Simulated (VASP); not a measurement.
# Na (Immm) in VASP: further runs

Na is run at these levels: LDA; tasks: single point.

Everything below comes from runs of VASP 6.6.1. Logs are shortened: lines on timing, memory, paths and dates and some standing lists are left out, and cuts for length are marked.

### Step 1. The cell of the first run

Symmetry: Immm, No. 71, orthorhombic system. The conventional cell has a = 3.493 Å, b = 3.777 Å, c = 5.275 Å, α = 90.00°, β = 90.00°, γ = 90.00°. Within 4.6 Å of Na (site symmetry mmm) lie 12 Na at 3.49 to 3.78 Å.

### Step 2. Single point, LDA (strain -0.0750 x Voigt [1, 0, 0, 0, 0, 0])

The input, INCAR:

```
SYSTEM = Na
  ALGO = Normal
  EDIFF = 1E-6
  ENCUT = 520
  GGA = CA
  ISIF = 2
  ISMEAR = 0
  LASPH = .True.
  LCHARG = .False.
  LREAL = .False.
  LWAVE = .False.
  NBANDS = 10
  NELM = 100
  PREC = Accurate
  SIGMA = 0.15
```

The input, KPOINTS:

```
k-points
0
Gamma
  18 18 18
  0 0 0
```

The input, POSCAR:

```
Na
1.0
   -1.7466692490      1.8882910800      2.6372766800
    1.7466692490     -1.8882910800      2.6372766800
    1.7466692490      1.8882910800     -2.6372766800
Na
1
Direct
    0.0000000000      0.0000000000      0.0000000000
```

Potentials or basis: VASP PAW LDA potentials, release 64 (Na_pv).

Command:

```console
$ cat potpaw_LDA.64/Na_pv/POTCAR > POTCAR
$ mpirun -np 1 vasp_std > vasp.out
```

OUTCAR:

```text
SYSTEM = Na
   EDIFF = 1E-6
   ENCUT = 520
   GGA = CA
   ISIF = 2
   ISMEAR = 0
   LASPH = .True.
   LREAL = .False.
   NELM = 100
   PREC = Accurate

 ion  position               nearest neighbor table
   1  0.000  0.000  0.000-

  LATTYP: Found a body centered orthorhombic cell.
 ALAT       =     3.4933384980
 B/A-ratio  =     1.0810810811
 C/A-ratio  =     1.5098889967

  Lattice vectors:

 A1 = (  -1.7466692490,   1.8882910800,   2.6372766800)
 A2 = (   1.7466692490,  -1.8882910800,   2.6372766800)
 A3 = (   1.7466692490,   1.8882910800,  -2.6372766800)

Analysis of symmetry for initial positions (statically):
=====================================================================
 Subroutine PRICEL returns:
 Original cell was already a primitive cell.

 Routine SETGRP: Setting up the symmetry group for a
 body centered orthorhombic supercell.

 Subroutine GETGRP returns: Found  8 space group operations
 (whereof  8 operations were pure point group operations)
 out of a pool of  8 trial point group operations.

The static configuration has the point symmetry D_2h.

Analysis of symmetry for dynamics (positions and initial velocities):
=====================================================================
 Subroutine PRICEL returns:
 Original cell was already a primitive cell.

 Routine SETGRP: Setting up the symmetry group for a
 body centered orthorhombic supercell.

 Subroutine GETGRP returns: Found  8 space group operations
 (whereof  8 operations were pure point group operations)
 out of a pool of  8 trial point group operations.

The dynamic configuration has the point symmetry D_2h.

 Subroutine INISYM returns: Found  8 space group operations
 (whereof  8 operations are pure point group operations),
 and found     1 'primitive' translations

----------------------------------------------------------------------------------------

                                     Primitive cell

  volume of cell :      34.7933

  direct lattice vectors                    reciprocal lattice vectors
    -1.746669249  1.888291080  2.637276680     0.000000000  0.264789685  0.189589512
     1.746669249 -1.888291080  2.637276680     0.286259119  0.000000000  0.189589512
     1.746669249  1.888291080 -2.637276680     0.286259119  0.264789685  0.000000000

  length of vectors
     3.683982214  3.683982214  3.683982214     0.325665105  0.343348899  0.389945971

  position of ions in fractional coordinates (direct lattice)
     0.000000000  0.000000000  0.000000000

  ion indices of the primitive-cell ions
   primitive index   ion index
                 1           1

----------------------------------------------------------------------------------------

 KPOINTS: k-points

Automatic generation of k-mesh.
 Grid dimensions read from file:
 generate k-points for:   18   18   18

 Generating k-lattice:

  Cartesian coordinates                     Fractional coordinates (reciprocal lattice)
     0.000000000  0.014710538  0.010532751     0.055555556  0.000000000 -0.000000000
     0.015903284  0.000000000  0.010532751     0.000000000  0.055555556 -0.000000000
     0.015903284  0.014710538  0.000000000     0.000000000 -0.000000000  0.055555556

  Length of vectors
     0.018092506  0.019074939  0.021663665

  Shift w.r.t. Gamma in fractional coordinates (k-lattice)
     0.000000000  0.000000000  0.000000000

 Subroutine IBZKPT returns following result:
 ===========================================

 Found    865 irreducible k-points:

 Following reciprocal coordinates:
            Coordinates               Weight
  0.000000  0.000000  0.000000      1.000000
  0.055556 -0.000000  0.000000      4.000000
  0.111111 -0.000000  0.000000      4.000000
  0.166667 -0.000000  0.000000      4.000000
  0.222222  0.000000  0.000000      4.000000
  0.277778  0.000000  0.000000      4.000000
[... 16 lines left out ...]
 -0.333333  0.055556  0.000000      8.000000
 -0.277778  0.055556  0.000000      8.000000
 [... further k-points ...]
   k-points           NKPTS =    865   k-points in BZ     NKDIM =    865   number of bands    NBANDS=     10
   number of dos      NEDOS =    301   number of ions     NIONS =      1
   total plane-waves  NPLWV =  21952
   dimension x,y,z NGX =    28 NGY =   28 NGZ =   28
   dimension x,y,z NGXF=    56 NGYF=   56 NGZF=   56
   ions per type =               1
   NGX,Y,Z   is equivalent  to a cutoff of  12.64, 12.64, 12.64 a.u.
   NGXF,Y,Z  is equivalent  to a cutoff of  25.27, 25.27, 25.27 a.u.
 SYSTEM =  Na
   PREC   = accura    normal or accurate (medium, high low for compatibility)
   ISTART =      0    job   : 0-new  1-cont  2-samecut
   ICHARG =      2    charge: 1-file 2-atom 10-const
   ISPIN  =      1    spin polarized calculation?
   LNONCOLLINEAR =      F non collinear calculations
   LSORBIT =      F    spin-orbit coupling
   LASPH  =      T    aspherical Exc in radial PAW
   ENCUT  =  520.0 eV  38.22 Ry    6.18 a.u.   6.85  6.85  6.85*2*pi/ulx,y,z
   NELM   =    100;   NELMIN=  2; NELMDL= -5     # of ELM steps
   EDIFF  = 0.1E-05   stopping-criterion for ELM
   LREAL  =      F    real-space projection
   EDIFFG = 0.1E-04   stopping-criterion for IOM
   NSW    =      0    number of steps for IOM
   IBRION =     -1    ionic relax: 0-MD 1-quasi-New 2-CG
   NFREE  =      0    steps in history (QN), initial steepest desc. (CG)
   ISIF   =      2    stress and relaxation
   ISYM   =      2    0-nonsym 1-usesym 2-fastsym
   POTIM  = 0.5000    time-step for ionic-motion
   TEBEG  =    0.0;   TEEND  =   0.0 temperature during run
   PSTRESS=    0.0 pullay stress
   NELECT =       7.0000    total number of electrons
   NUPDOWN=      -1.0000    fix difference up-down
   EMIN   =  10.00;   EMAX   =-10.00  energy-range for DOS
   EFERMI =   0.00;   METHOD = LEGACY
   ISMEAR =     0;   SIGMA  =   0.15  broadening in eV -4-tet -1-fermi 0-gaus
   EFERMI_NEDOS =   21; number of points for ismear=-14 and -15
   IALGO  =     38    algorithm
   IMIX   =      4    mixing-type and parameters
     AMIX     =   0.40;   BMIX     =  1.00
     AMIX_MAG =   1.60;   BMIX_MAG =  1.00
  volume/ion in A,a.u.               =      34.79       234.80
  Fermi-wavevector in a.u.,A,eV,Ry     =   0.959273  1.812764 12.520156  0.920205
  Thomas-Fermi vector in A             =   2.088455
   LORBIT       =      0    0 simple, 1 ext, 2 COOP (PROOUT), +10 PAW based schemes
   GGA     = CA    functional components
   LHFCALC =     F    Hartree Fock is set to
   AEXX    =    0.0000 exact exchange contribution
   IVDW    =     0    specifies the selected vdW correction
   LEPSILON=     F    determine dielectric tensor
   LRPA    =     F    only Hartree local field effects (RPA)
 non-spin polarized calculation
 Gauss-broadening in eV      SIGMA  =   0.15
  energy-cutoff  :      520.00
  volume of cell :       34.79
 maximum number of plane-waves:       950
   NGX = 13   NGY = 13   NGZ = 13

 number of electron       6.9999999 magnetization

 Free energy of the ion-electron system (eV)
  ---------------------------------------------------
  ext. energy  EPLUGINS =         0.00000000
  ---------------------------------------------------
  free energy    TOTEN  =        -1.45122332 eV

  energy without entropy =       -1.44608281  energy(sigma->0) =       -1.44865306

 E-fermi :   0.3534     XC(G=0):  -6.9073

 val. band max:        0.3510454198   @ k =  -0.3333  -0.4444   0.3333
 cond. band min:       0.3601437900   @ k =   0.2778   0.2778   0.0000
 fundamental gap:      0.0090983702
 Fermi energy:         0.3533816465

 k-point     1 :       0.0000    0.0000    0.0000
  band No.  band energies     occupation
      1     -24.5549      2.00000
      2     -24.5549      2.00000
      3     -24.5545      2.00000
      4      -3.0775      2.00000
      5      11.0175      0.00000
      6      11.6047      0.00000
      7      12.4346      0.00000
      8      12.5750      0.00000
      9      12.6538      0.00000
     10      14.1879      0.00000

 k-point     2 :       0.0556   -0.0000    0.0000
  band No.  band energies     occupation
      1     -24.5559      2.00000
      2     -24.5551      2.00000
      3     -24.5548      2.00000
      4      -3.0265      2.00000
      5      10.2095      0.00000
      6      11.3004      0.00000
      7      12.5575      0.00000
      8      12.6679      0.00000
      9      13.4255      0.00000
     10      14.2091      0.00000

 k-point     3 :       0.1111   -0.0000    0.0000
  band No.  band energies     occupation
      1     -24.5595      2.00000
      2     -24.5555      2.00000
      3     -24.5552      2.00000
      4      -2.8736      2.00000
      5       8.8689      0.00000
      6      11.0255      0.00000
      7      12.3475      0.00000
      8      12.9127      0.00000
      9      13.9223      0.00000
     10      15.0324      0.00000

 k-point     4 :       0.1667   -0.0000    0.0000
  band No.  band energies     occupation
      1     -24.5649      2.00000
      2     -24.5562      2.00000
      3     -24.5558      2.00000
      4      -2.6199      2.00000
      5       7.5264      0.00000
      6      10.7833      0.00000
      7      12.1264      0.00000
      8      12.9142      0.00000
      9      14.0204      0.00000
     10      14.6401      0.00000
[... 222 lines left out ...]
 k-point    22 :      -0.3889    0.0556   -0.0000
  band No.  band energies     occupation
      1     -24.5885      2.00000
      2     -24.5603      2.00000
      3     -24.5590      2.00000
      4      -0.8127      2.00000
      5       3.2084      0.00000
      6       9.8329      0.00000
      7      11.1140      0.00000
      8      11.9842      0.00000
      9      13.0284      0.00000
     10      13.9669      0.00000

 k-point    23 :      -0.3333    0.0556    0.0000
  band No.  band energies     occupation
      1     -24.5827      2.00000
      2     -24.5594      2.00000
      3     -24.5585      2.00000
      4      -1.4178      2.00000
      5       4.2976      0.00000
      6       9.8304      0.00000
      7      11.2146      0.00000
      8      12.3764      0.00000
      9      13.4131      0.00000
     10      14.0675      0.00000

 k-point    24 :      -0.2778    0.0556    0.0000
  band No.  band energies     occupation
      1     -24.5760      2.00000
      2     -24.5585      2.00000
      3     -24.5578      2.00000
      4      -1.9303      2.00000
      5       5.4639      0.00000
      6       9.9026      0.00000
      7      11.3458      0.00000
      8      12.8833      0.00000
      9      13.7670      0.00000
     10      14.2962      0.00000

 [... further k-points ...]

------------------------ aborting loop because EDIFF is reached ----------------------------------------

  FORCE on cell =-STRESS in cart. coord.  units (eV):
  Direction    XX          YY          ZZ          XY          YZ          ZX
  --------------------------------------------------------------------------------------
  -------------------------------------------------------------------------------------
  Total        0.0521136     -0.1809957     -0.1032750     -0.0000000      0.0000000      0.0000000
  in kB        2.3997536     -8.3345769     -4.7556560     -0.0000000      0.0000000      0.0000000
  external PRESSURE =      -3.5634931 kB  Pullay stress =       0.0000000 kB

 VOLUME and BASIS-vectors are now :
 -----------------------------------------------------------------------------
  energy-cutoff  :      520.00
  volume of cell :       34.79
      direct lattice vectors                 reciprocal lattice vectors
    -1.746669249  1.888291080  2.637276680     0.000000000  0.264789685  0.189589512
     1.746669249 -1.888291080  2.637276680     0.286259119  0.000000000  0.189589512
     1.746669249  1.888291080 -2.637276680     0.286259119  0.264789685  0.000000000

 POSITION                                       TOTAL-FORCE (eV/Angst)
 -----------------------------------------------------------------------------------
      0.00000      0.00000      0.00000        -0.000000     -0.000000     -0.000000
 -----------------------------------------------------------------------------------
    total drift:                               -0.000000     -0.000000     -0.000000

  FREE ENERGIE OF THE ION-ELECTRON SYSTEM (eV)
  ---------------------------------------------------
  free  energy   TOTEN  =        -1.4512233197 eV

  energy  without entropy=       -1.4460828075  energy(sigma->0) =       -1.44865306
```

It took 2.6 min on 1 thread of Intel Xeon Platinum 8259CL at 2.50GHz (Skylake/Cascade Lake), shared host; peak memory 0.33 GiB.

What came out:

```yaml
Free_energy: -1.4512 eV
Pressure: -0.4 GPa
```

Caveat: the cell differs from its parent crystal (strain -0.0750 x Voigt [1, 0, 0, 0, 0, 0]).

### Step 3. Single point, LDA (strain +0.1500 x Voigt [1, 0, 0, 0, 0, 0])

The input, INCAR:

```
SYSTEM = Na
ALGO     = Normal         ! electronic algorithm
EDIFF    = 1E-7           ! SCF threshold, eV
ENCUT    = 520            ! plane-wave cutoff, eV
ISIF     = 2              ! what is computed and relaxed
ISMEAR   = 0              ! smearing method
LASPH    = .TRUE.         ! aspherical terms in the spheres
LCHARG   = .TRUE.         ! write CHGCAR
LELF     = .TRUE.         ! ELF
LREAL    = .FALSE.        ! projectors in reciprocal space
LVHAR    = .TRUE.       
LWAVE    = .FALSE.        ! write WAVECAR
NBANDS   = 10             ! bands
NELM     = 100            ! most SCF steps
PREC     = Accurate       ! precision mode
SIGMA    = 0.15           ! smearing width, eV
```

The input, KPOINTS:

```
k-points
0
G
  18 18 18
  0 0 0
```

The input, POSCAR:

```
Na
1.0
   -2.1715347420      1.8882910800      2.6372766800
    2.1715347420     -1.8882910800      2.6372766800
    2.1715347420      1.8882910800     -2.6372766800
Na
1
Direct
    0.0000000000      0.0000000000      0.0000000000
```

Potentials or basis: VASP PAW LDA potentials, release 64 (Na_pv).

Command:

```console
$ cat potpaw_LDA.64/Na_pv/POTCAR > POTCAR
$ mpirun -np 1 vasp_std > vasp.out
```

Wall time 3.7 min (1 thread of Intel Xeon Platinum 8259CL at 2.50GHz (Skylake/Cascade Lake), shared host); peak memory 0.38 GiB.

Results (log left out):

| Item | Value |
| --- | --- |
| Free energy | -1.3943 eV |
| Pressure | -1.4 GPa |

Stress tensor (GPa, compression positive):
```
-1.81  0.00  0.00
 0.00 -0.98  0.00
 0.00  0.00 -1.50
```

Levels at points of the mesh, in eV from the Fermi level:
| k point | band 1 | band 2 | band 3 | band 4 | band 5 | band 6 | band 7 | band 8 |
| --- | --- | --- | --- | --- | --- | --- | --- | --- |
| (0.00, 0.00, 0.00) | -25.09 | -25.09 | -25.09 | -2.97 | 9.03 | 10.05 | 10.08 | 10.09 |
| (0.50, 0.00, 0.00) | -25.11 | -25.09 | -25.09 | 0.85 | 1.18 | 7.96 | 8.49 | 8.77 |
| (0.00, 0.50, 0.00) | -25.11 | -25.09 | -25.09 | 0.35 | 0.41 | 9.79 | 9.94 | 10.35 |
| (0.50, 0.50, 0.00) | -25.11 | -25.10 | -25.09 | 1.42 | 1.87 | 6.16 | 6.66 | 6.76 |
| (0.50, 0.50, 0.50) | -25.11 | -25.10 | -25.10 | 2.14 | 2.65 | 4.64 | 4.94 | 7.22 |

Caveat: the cell differs from its parent crystal (strain +0.1500 x Voigt [1, 0, 0, 0, 0, 0]).
